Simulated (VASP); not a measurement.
# TiB (I-4m2) in VASP: further runs, part 2 of 2

VASP 6.6.1. The steps go on from the part before.

## Step 3: Single point, r2SCAN (strain -0.025 along x and y, +0.000 along z)

POSCAR

```
TiB
1.0
    0.0000000000      2.0484750000      2.1010000000
    2.0484750000      0.0000000000      2.1010000000
    2.0484750000      2.0484750000      0.0000000000
Ti B
1 1
Direct
    0.7500000000      0.7500000000      0.7500000000
    0.0000000000      0.0000000000      0.0000000000
```

INCAR.step1

```
PREC = Accurate
ENCUT = 520
ISMEAR = 0
SIGMA = 0.15
LREAL = False
LASPH = True
NELM = 60
NBANDS = 14
GGA = PE
ALGO = Normal
EDIFF = 1E-4
LWAVE = True
LCHARG = False
```

INCAR.step2

```
PREC = Accurate
ENCUT = 520
EDIFF = 1E-6
ISMEAR = 0
SIGMA = 0.15
LREAL = False
LASPH = True
NELM = 60
ALGO = Normal
ISIF = 2
LWAVE = False
LCHARG = False
METAGGA = R2SCAN
LMIXTAU = True
NBANDS = 14
ISTART = 1
```

KPOINTS

```
regular mesh
0
Gamma
  20 20 20
```

Potentials or basis: VASP PAW PBE potentials, release 64 (Ti_sv, B).

The run is started by

```sh
$ cat potpaw_PBE.64/Ti_sv/POTCAR potpaw_PBE.64/B/POTCAR > POTCAR
$ cp INCAR.step1 INCAR
$ mpirun -np 1 vasp_std > vasp.out
$ cp INCAR.step2 INCAR
$ mpirun -np 1 vasp_std > vasp.out
```

OUTCAR:

```text
PREC = Accurate
   ENCUT = 520
   EDIFF = 1E-6
   ISMEAR = 0
   LREAL = False
   LASPH = True
   NELM = 60
   ISIF = 2
   METAGGA = R2SCAN
   ISTART = 1

 ion  position               nearest neighbor table
   1  0.750  0.750  0.750-   2 1.79   2 1.79   2 1.79   2 1.79
   2  0.000  0.000  0.000-   1 1.79   1 1.79   1 1.79   1 1.79

  LATTYP: Found a body centered tetragonal cell.
 ALAT       =     2.8969811272
 C/A-ratio  =     1.4504754486

  Lattice vectors:

 A1 = (  -2.0484750000,   0.0000000000,   2.1010000000)
 A2 = (   2.0484750000,   0.0000000000,   2.1010000000)
 A3 = (   0.0000000000,   2.0484750000,  -2.1010000000)

Analysis of symmetry for initial positions (statically):
=====================================================================
 Subroutine PRICEL returns:
 Original cell was already a primitive cell.

 Routine SETGRP: Setting up the symmetry group for a
 body centered tetragonal supercell.

 Subroutine GETGRP returns: Found  8 space group operations
 (whereof  8 operations were pure point group operations)
 out of a pool of 16 trial point group operations.

The static configuration has the point symmetry D_2d.

[... 175 lines left out ...]
      6       7.6183      2.00000
      7       7.7194      2.00000
      8       7.7194      2.00000
      9      13.4855      0.00000
     10      13.8246      0.00000
     11      23.3534      0.00000
     12      23.4998      0.00000
     13      23.9658      0.00000
     14      23.9658      0.00000
[... 377 lines left out ...]
      1     -46.9216      2.00000
      2     -22.9016      2.00000
      3     -22.2475      2.00000
      4     -22.1681      2.00000
      5       3.2938      2.00000
      6       7.1155      2.00000
      7       8.3583      2.00000
      8       8.6534      2.00000
      9      13.6942      0.00000
     10      14.3172      0.00000
     11      17.9293      0.00000
     12      21.6699      0.00000
     13      22.3647      0.00000
     14      23.7311      0.00000

 [... further k-points ...]

------------------------ aborting loop because EDIFF is reached ----------------------------------------

  FORCE on cell =-STRESS in cart. coord.  units (eV):
  Direction    XX          YY          ZZ          XY          YZ          ZX
  --------------------------------------------------------------------------------------
  -------------------------------------------------------------------------------------
  Total       15.8192276     15.8192276     16.5526810      0.0000000      0.0000000      0.0000000
  in kB     1437.4027578   1437.4027578   1504.0474683      0.0000000      0.0000000      0.0000000
  external PRESSURE =    1459.6176613 kB  Pullay stress =       0.0000000 kB

 VOLUME and BASIS-vectors are now :
 -----------------------------------------------------------------------------
  energy-cutoff  :      520.00
  volume of cell :       17.63
      direct lattice vectors                 reciprocal lattice vectors
     0.000000000  2.048475000  2.101000000    -0.244084014  0.244084014  0.237981913
     2.048475000  0.000000000  2.101000000     0.244084014 -0.244084014  0.237981913
     2.048475000  2.048475000  0.000000000     0.244084014  0.244084014 -0.237981913

 POSITION                                       TOTAL-FORCE (eV/Angst)
 -----------------------------------------------------------------------------------
      3.07271      3.07271      3.15150         0.000000      0.000000      0.000000
      0.00000      0.00000      0.00000        -0.000000     -0.000000     -0.000000
 -----------------------------------------------------------------------------------
    total drift:                               -0.000000     -0.000000      0.000002

  FREE ENERGIE OF THE ION-ELECTRON SYSTEM (eV)
  ---------------------------------------------------
  free  energy   TOTEN  =       -15.0119261203 eV

  energy  without entropy=      -15.0042883758  energy(sigma->0) =      -15.00810725
```

OSZICAR.step1:

```text
N       E                     dE             d eps       ncg     rms          rms(c)
DAV:   1     0.127172625001E+03    0.12717E+03   -0.79200E+03 17962   0.133E+03
DAV:   2    -0.220884665482E+01   -0.12938E+03   -0.12254E+03 18458   0.341E+02
DAV:   3    -0.113032817250E+02   -0.90944E+01   -0.87783E+01 26156   0.856E+01
DAV:   4    -0.118768467026E+02   -0.57356E+00   -0.57253E+00 21084   0.159E+01
DAV:   5    -0.118850914814E+02   -0.82448E-02   -0.82440E-02 23406   0.191E+00    0.271E+01
DAV:   6    -0.914915793224E+01    0.27359E+01   -0.57441E+00 25308   0.388E+01    0.691E+00
DAV:   7    -0.921848685251E+01   -0.69329E-01   -0.70572E-01 18242   0.876E+00    0.551E+00
DAV:   8    -0.928672232462E+01   -0.68235E-01   -0.17122E-01 27322   0.341E+00    0.909E-01
DAV:   9    -0.929129272553E+01   -0.45704E-02   -0.10245E-02 18068   0.903E-01    0.273E-01
DAV:  10    -0.929097201289E+01    0.32071E-03   -0.20022E-03 21498   0.489E-01    0.183E-01
DAV:  11    -0.929089876214E+01    0.73251E-04   -0.50283E-04 18110   0.241E-01
   1 F= -.92908988E+01 E0= -.92869157E+01  d E =-.796618E-02
```

Wall time 11 min (1 thread of AMD EPYC 7R43 (Zen 3), shared host); peak memory 0.25 GiB.

Results:

* Free energy: -15.0119 eV
* Pressure: 146.0 GPa
* Band gap on the k mesh: zero (an odd number of electrons rules out a gap without spin polarisation)

Stress tensor (GPa, compression positive):
```
143.74   0.00   0.00
  0.00 143.74   0.00
  0.00   0.00 150.40
```

Caveat: the cell differs from its parent crystal (strain -0.025 along x and y, +0.000 along z); the cell stands under pressure; the PAW data sets were made with another functional, which shifts forces and pressure a little.

## Step 4: Single point, r2SCAN (strain +0.000 along x and y, -0.025 along z)

POSCAR

```
TiB
1.0
    0.0000000000      2.1010000000      2.0484750000
    2.1010000000      0.0000000000      2.0484750000
    2.1010000000      2.1010000000      0.0000000000
Ti B
1 1
Direct
    0.7500000000      0.7500000000      0.7500000000
    0.0000000000      0.0000000000      0.0000000000
```

INCAR.step1, as its differences from that of step 3:

```diff
@@ -6,3 +6,3 @@
 LASPH = True
-NELM = 60
+NELM = 100
 NBANDS = 14
```

INCAR.step2

```
PREC = Accurate
ENCUT = 520
EDIFF = 1E-6
ISMEAR = 0
SIGMA = 0.15
LREAL = False
LASPH = True
NELM = 100
ALGO = Normal
ISIF = 2
LWAVE = False
LCHARG = True
METAGGA = R2SCAN
LMIXTAU = True
LELF = True
LVHAR = True
NBANDS = 14
ISTART = 1
```

KPOINTS is that of step 3.

The run is started by

```sh
$ cat potpaw_PBE.64/Ti_sv/POTCAR potpaw_PBE.64/B/POTCAR > POTCAR
$ cp INCAR.step1 INCAR
$ mpirun -np 1 vasp_std > vasp.out
$ cp INCAR.step2 INCAR
$ mpirun -np 1 vasp_std > vasp.out
```

It took 13 min on 1 thread of AMD EPYC 7R43 (Zen 3), shared host; peak memory 0.25 GiB.

It converged, with:

- Free energy: -15.4072 eV
- Pressure: 133.6 GPa
- Band gap on the k mesh: zero (an odd number of electrons rules out a gap without spin polarisation)

Stress tensor (GPa, compression positive):
```
135.94   0.00   0.00
  0.00 135.94   0.00
  0.00   0.00 128.97
```

Levels at points of the mesh, in eV from the Fermi level:
```csv
k point,band 4,band 5,band 6,band 7,band 8,band 9,band 10,band 11,band 12,band 13
"(0.00, 0.00, 0.00)",-32.05,-9.59,-2.19,-2.19,-2.10,3.52,3.83,13.18,13.50,13.50
"(0.50, 0.00, 0.00)",-32.18,-6.09,-2.62,-1.48,-1.22,4.55,4.68,6.46,10.81,10.84
"(0.50, 0.50, 0.00)",-32.45,-5.03,-4.79,1.52,1.91,1.91,5.29,6.57,6.57,8.52
"(0.50, 0.00, 0.50)",-32.40,-5.02,-4.73,1.11,1.95,2.14,5.30,6.47,6.74,8.23
```

Caveat: the cell differs from its parent crystal (strain +0.000 along x and y, -0.025 along z); the cell stands under pressure; the PAW data sets were made with another functional, which shifts forces and pressure a little.

## Step 5: Summary

```tsv
cell	gap on the mesh (eV)	pressure (GPa)
a = 2.936, b = 2.936, c = 2.823 Å, angles 61.3, 61.3, 57.5°, 2 atoms	none	159.5
a = 2.934, b = 2.934, c = 2.897 Å, angles 60.4, 60.4, 59.2°, 2 atoms	none	146.0
a = 2.934, b = 2.934, c = 2.971 Å, angles 59.6, 59.6, 60.8°, 2 atoms	none	133.6
```

Alike in all rows: task single point; level r2SCAN; potentials or basis VASP PAW PBE potentials, release 64 (Ti_sv, B); no spin polarisation; k mesh 20 × 20 × 20; cutoff (eV) 520; smearing gaussian 0.15 eV.

Caveats: the cell stands under pressure; the PAW data sets were made with another functional, which shifts forces and pressure a little.

Total energies depend on the potentials used, so only differences within one code and one set of settings carry meaning.
